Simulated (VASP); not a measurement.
Here is a VASP 6.6.1 calculation.

The input INCAR:

```
PREC     = Accurate       # precision mode
ENCUT    = 520            # plane-wave cutoff, eV
EDIFF    = 1E-7           # SCF threshold, eV
ISMEAR   = 0              # smearing method
SIGMA    = 0.15           # smearing width, eV
LREAL    = F              # projectors in reciprocal space
LASPH    = T              # aspherical terms in the spheres
NELM     = 100            # most SCF steps
ALGO     = Normal         # electronic algorithm
ISIF     = 2              # what is computed and relaxed
LWAVE    = F              # write WAVECAR
LCHARG   = F              # write CHGCAR
GGA      = PE             # functional
NBANDS   = 13             # bands
```

The input KPOINTS:

```
regular mesh
0
Gamma
  22 22 22
```

The input POSCAR:

```
Mo
1.0
   -1.6966800000      1.6966800000      1.6966800000
    1.6966800000     -1.6966800000      1.6966800000
    1.6966800000      1.6966800000     -1.6966800000
Mo
1
Direct
    0.0000000000      0.0000000000      0.0000000000
```

Potentials or basis: VASP PAW PBE potentials, release 64 (Mo_sv).

Command:

```bash
$ cat potpaw_PBE.64/Mo_sv/POTCAR > POTCAR
$ mpirun -np 1 vasp_std > vasp.out
```

Predict the band gap on the k mesh.

zero (bands 7 and 8 overlap by 3.86 eV).

Predict the pressure.

-34.6 GPa.

Caveat: the cell differs from its parent crystal (strain +0.080 along x and y, +0.080 along z); the cell stands under tension.
